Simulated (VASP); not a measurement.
Set up this calculation in VASP 6.6.1, as the native input.

* Task: single point
* Functional: PBE
* Potentials or basis: VASP PAW PBE potentials, release 64 (Ga_d, P)
* Cutoff: 520 eV
* k mesh: 1 × 1 × 15
* Occupations: gaussian, width 0.05 eV
* Spin: collinear spin
* Starting moments: [0.5, 0.5] μB
* Dipole correction: no
* Further INCAR settings: ALGO = Normal; EDIFF = 1e-06; NBANDS = 20

The structure of GaP lies in POSCAR:

```
GaP
1.0
    9.0000000000      0.0000000000      0.0000000000
    0.0000000000      9.3000000000      0.0000000000
    0.0000000000      0.0000000000      4.3840966513
Ga P
1 1
Direct
    0.5000000000      0.5000000000      0.0000000000
    0.5000000000      0.5000000000      0.5000000000
```

These files were run (other wordings do the same):

INCAR

```
SYSTEM = GaP
ALGO = Normal
EDIFF = 1E-6
ENCUT = 520
GGA = PE
ISIF = 2
ISMEAR = 0
ISPIN = 2
LASPH = .TRUE.
LCHARG = .TRUE.
LELF = .TRUE.
LORBIT = 11
LREAL = .FALSE.
LVHAR = .TRUE.
LWAVE = .FALSE.
MAGMOM = 0.5 0.5
NBANDS = 20
NELM = 150
PREC = Accurate
SIGMA = 0.05
```

KPOINTS

```
k-points
0
G
  1 1 15
  0 0 0
```

Potentials or basis: VASP PAW PBE potentials, release 64 (Ga_d, P).

Run with:

```sh
$ cat potpaw_PBE.64/Ga_d/POTCAR potpaw_PBE.64/P/POTCAR > POTCAR
$ mpirun -np 1 vasp_std > vasp.out
```

It gave:

* Net moment: 0.40 μB per cell
* Site moments: Ga -0.02; P +0.18 μB
* Valence electrons inside the program's atomic spheres: Ga 11.60; P 2.49

It took 2.4 min on 1 thread of Intel(R) Xeon(R) 6975P-C (Granite Rapids) (shared host), peak memory 0.56 GiB.
